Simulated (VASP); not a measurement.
A run of VASP 6.6.1 is set up as follows.

Contents of INCAR:

```
ALGO = Normal ; EDIFF = 1E-6
ENCUT = 500 ; GGA = PE
GGA_COMPAT = F ; ISIF = 2
ISMEAR = -1 ; LASPH = T
LCHARG = F ; LREAL = F
LWAVE = F ; NBANDS = 18
NELM = 120 ; PREC = Accurate
SIGMA = 0.05
```

Contents of KPOINTS:

```
k-points
0
Gamma
  9 9 9
```

Contents of POSCAR:

```
ScAl3
1.0
   -2.0392821822      2.0392821822      4.4814026223
    2.0392821822     -2.0392821822      4.4814026223
    2.0392821822      2.0392821822     -4.4814026223
Sc Al
1 3
Direct
    0.0000000000      0.0000000000      0.0000000000
    0.5000000000      0.5000000000      0.0000000000
    0.2500000000      0.7500000000      0.5000000000
    0.7500000000      0.2500000000      0.5000000000
```

Potentials or basis: VASP PAW PBE potentials, release 64 (Sc_sv, Al).

The run is started by

```sh
$ cat potpaw_PBE.64/Sc_sv/POTCAR potpaw_PBE.64/Al/POTCAR > POTCAR
$ mpirun -np 1 vasp_std > vasp.out
```

Predict the pressure.

-3.3 GPa.

Predict the band gap on the k mesh.

zero (bands 10 and 11 overlap by 1.81 eV).

Stress tensor (GPa, compression positive):
```
-3.36  0.00  0.00
 0.00 -3.36  0.00
 0.00  0.00 -3.20
```

Caveat: the cell stands under tension.
